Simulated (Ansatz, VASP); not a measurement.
**One calculation of Cl, two programs**

POSCAR

```
Cl
1.0
    9.0000000000      0.0000000000      0.0000000000
    0.0000000000      9.2000000000      0.0000000000
    0.0000000000      0.0000000000     11.0000000000
Cl
2
Direct
    0.5000000000      0.5000000000      0.4095276525
    0.5000000000      0.5000000000      0.5904723475
```

The input INCAR.step1:

```
PREC = Accurate
ENCUT = 520
ISMEAR = -1
SIGMA = 0.01
LREAL = F
LASPH = T
NELM = 80
NBANDS = 14
GGA = PE
ALGO = Normal
EDIFF = 1E-4
LWAVE = T
LCHARG = F
```

Contents of INCAR.step2:

```
PREC = Accurate
ENCUT = 520
EDIFF = 1E-7
ISMEAR = -1
SIGMA = 0.01
LREAL = F
LASPH = T
NELM = 80
ALGO = Normal
ISIF = 2
LWAVE = F
LCHARG = T
METAGGA = R2SCAN
LMIXTAU = T
LELF = T
LVHAR = T
NBANDS = 14
ISTART = 1
```

Contents of KPOINTS:

```
Automatic mesh
0
Gamma
  1 1 1
```

Input for Ansatz:

```yaml
crystal:
  lattice:
    - [9.0, 0.0, 0.0]
    - [0.0, 9.2, 0.0]
    - [0.0, 0.0, 11.0]
  atoms:
    - { symbol: Cl, position: [0.5, 0.5, 0.4095276525] }
    - { symbol: Cl, position: [0.5, 0.5, 0.5904723475] }
kpoints:
  mp_grid: { grid: [1, 1, 1] }
scf:
  occupations: { method: fermi_dirac, width: 0.01 }
hamiltonian:
  xc: r2scan
  pseudopotentials: { kind: all_electron, datasets: crystal }
output:
  forces: true
  stress: true
  eigenvalues: true
```

Alike in both runs: task single point; functional r2SCAN; k mesh 1 × 1 × 1; occupations fermi-dirac, width 0.01 eV; no spin polarisation.

```csv
,VASP,Ansatz
version,VASP 6.6.1,Ansatz 0.2.0
potentials or method,"VASP PAW PBE potentials, release 64 (Cl), cutoff 520 eV","all-electron PAW with datasets made for the crystal, scalar-relativistic"
```

Ansatz gave:

```
gap on the k mesh at the Fermi level (eV) : 3.47
rms of the force components (eV/Å)        : 0.004
```

Problem. Which values does VASP return?

Solution. gap on the k mesh at the Fermi level (eV): 3.49; rms of the force components (eV/Å): 0.118.

VASP's potentials were made for PBE, not for r2SCAN. Atom by atom the forces differ by 0.121 eV/Å (rms over components). One of these differences is far larger than is usual between the two programs; its cause wasn't traced. Ansatz ran all-electron here, and VASP with PAW potentials.
